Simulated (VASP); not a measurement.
Wanted: the native input for a VASP 6.6.1 run.

| Quantity | Value |
| --- | --- |
| Task | single point |
| Functional | PBE |
| Potentials or basis | VASP PAW PBE potentials, release 64 (As) |
| Cutoff | 520 eV |
| k mesh | 13 × 13 × 13 |
| Occupations | fermi-dirac, width 0.08 eV |
| Spin | no spin polarisation |
| Dipole correction | no |
| Further INCAR settings | ALGO = Normal; EDIFF = 1e-06; NBANDS = 12 |

The structure of As lies in POSCAR:

```
As
1.0
    1.8618634549     -1.0749473669      3.2021053508
    0.0000000000      2.1498947338      3.2021053508
   -1.8618634549     -1.0749473669      3.2021053508
As
2
Direct
    0.2342070943      0.2342070943      0.2342070943
   -0.2342070943     -0.2342070943     -0.2342070943
```

These files were run (other wordings do the same):

INCAR

```
PREC = Accurate ; ENCUT = 520
EDIFF = 1E-6 ; ISMEAR = -1
SIGMA = 0.08 ; LREAL = False
LASPH = True ; NELM = 60
ALGO = Normal ; ISIF = 2
LWAVE = False ; LCHARG = False
GGA = PE ; NBANDS = 12
```

KPOINTS

```
Automatic mesh
0
Gamma
  13 13 13
```

Potentials or basis: VASP PAW PBE potentials, release 64 (As).

Run with:

```console
$ cat potpaw_PBE.64/As/POTCAR > POTCAR
$ mpirun -np 1 vasp_std > vasp.out
```

Results of the run:

```json
{
  "Pressure": "9.7 GPa",
  "Largest force": "0.052 eV/Å",
  "Band gap on the k mesh": "zero (bands 5 and 6 overlap by 0.14 eV)"
}
```

Caveat: the cell stands under pressure.

Run time: 33 s on 1 thread of Intel(R) Xeon(R) 6975P-C (Granite Rapids), with other jobs on the host, peak memory 0.23 GiB.
